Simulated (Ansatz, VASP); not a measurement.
## SnTe in VASP and in Ansatz

File INCAR:

```
SYSTEM = SnTe
PREC = Accurate
ENCUT = 500
EDIFF = 1E-6
ISMEAR = 0
SIGMA = 0.15
LREAL = .FALSE.
LASPH = .TRUE.
NELM = 120
ALGO = Normal
ISIF = 2
LWAVE = .FALSE.
LCHARG = .FALSE.
GGA = PE
IVDW = 12
NBANDS = 17
GGA_COMPAT = .FALSE.
```

The input KPOINTS:

```
Automatic mesh
0
G
  18 18 18
  0 0 0
```

File POSCAR:

```
SnTe
1.0
    3.9337128360      0.0000000000      0.0000000000
    0.0000000000      3.9337128360      0.0000000000
    0.0000000000      0.0000000000      3.6190158091
Sn Te
1 1
Direct
    0.0000000000      0.0000000000      0.0000000000
    0.5000000000      0.5000000000      0.5000000000
```

Input for Ansatz:

```yaml
crystal:
  lattice:
    - [3.933712836, 0.0, 0.0]
    - [0.0, 3.933712836, 0.0]
    - [0.0, 0.0, 3.6190158091]
  atoms:
    - { symbol: Sn, position: [0.0, 0.0, 0.0] }
    - { symbol: Te, position: [0.5, 0.5, 0.5] }
basis:
  ecutwfc: 420
kpoints:
  mp_grid: { grid: [18, 18, 18] }
hamiltonian:
  xc: pbe
  dispersion: d3bj
scf:
  occupations: { method: gaussian, width: 0.15 }
output:
  forces: true
  stress: true
  eigenvalues: true
  write_density: true
  write_potential: true
  elf: true
  volumetric_format: npy
```

Alike in both runs: task single point; functional PBE; dispersion D3(BJ); k mesh 18 × 18 × 18; occupations gaussian, width 0.15 eV; no spin polarisation.

|  | VASP | Ansatz |
| --- | --- | --- |
| version | VASP 6.6.1 | Ansatz 0.2.0 |
| potentials or method | VASP PAW PBE potentials, release 64 (Sn_d, Te), cutoff 500 eV | scalar-relativistic, plane waves, PAW |
| valence electrons in the cell | 20 | 30 |

VASP gave:

```
gap on the k mesh at the Fermi level (eV)                     : none
pressure (GPa)                                                : -0.1
traceless stress, the component that is largest in VASP (GPa) : 1.33
```

Problem. Estimate Ansatz's values.

Solution. gap on the k mesh at the Fermi level (eV): none; pressure (GPa): 0.0; traceless stress, the component that is largest in VASP (GPa): 1.33.

A gap of «none» marks a metal or a gap that the smearing closes. VASP's potentials hold 20 valence electrons a cell and Ansatz's 30, so a difference there can come from the potentials and not from the codes.

Spin-orbit coupling is off throughout.
